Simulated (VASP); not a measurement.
Set up this calculation in VASP 6.6.1, as the native input.

```yaml
Task: single point
Functional: PBE
Potentials_or_basis: VASP PAW PBE potentials, release 64 (Sb)
Cutoff: 500 eV
k_mesh: 10 × 10 × 10
Occupations: fermi-dirac, width 0.08 eV
Spin: no spin polarisation
Dipole_correction: no
Further_INCAR_settings: ALGO = Normal; EDIFF = 1e-06; NBANDS = 12
```

The structure of Sb lies in POSCAR:

```
Sb
1.0
    0.0000000000      2.7732142483      2.7732142483
    2.7732142483      0.0000000000      2.7732142483
    2.7732142483      2.7732142483      0.0000000000
Sb
2
Direct
   -0.1250000000     -0.1250000000     -0.1250000000
    0.1250000000      0.1250000000      0.1250000000
```

This cell differs from its parent crystal: volume scaled by 0.5.

One way to write it, as run:

INCAR

```
SYSTEM = Sb
PREC = Accurate
ENCUT = 500
EDIFF = 1E-6
ISMEAR = -1
SIGMA = 0.08
LREAL = .FALSE.
LASPH = .TRUE.
NELM = 120
ALGO = Normal
ISIF = 2
LWAVE = .FALSE.
LCHARG = .FALSE.
GGA = PE
NBANDS = 12
GGA_COMPAT = .FALSE.
```

KPOINTS

```
Automatic mesh
0
G
  10 10 10
  0 0 0
```

Potentials or basis: VASP PAW PBE potentials, release 64 (Sb).

Command:

```sh
$ cat potpaw_PBE.64/Sb/POTCAR > POTCAR
$ mpirun -np 1 vasp_std > vasp.out
```

It gave:

```yaml
Pressure: 91.4 GPa
Band_gap_on_the_k_mesh: zero (band 5 reaches 14.00 eV, above the bottom of band 6 at 10.75 eV)
```

Caveat: spin-orbit coupling is left out, which moves the levels of the heavy elements.

Run time: 16 s on 1 thread of Intel Xeon 6975P-C, on a shared host, peak memory 0.17 GiB.
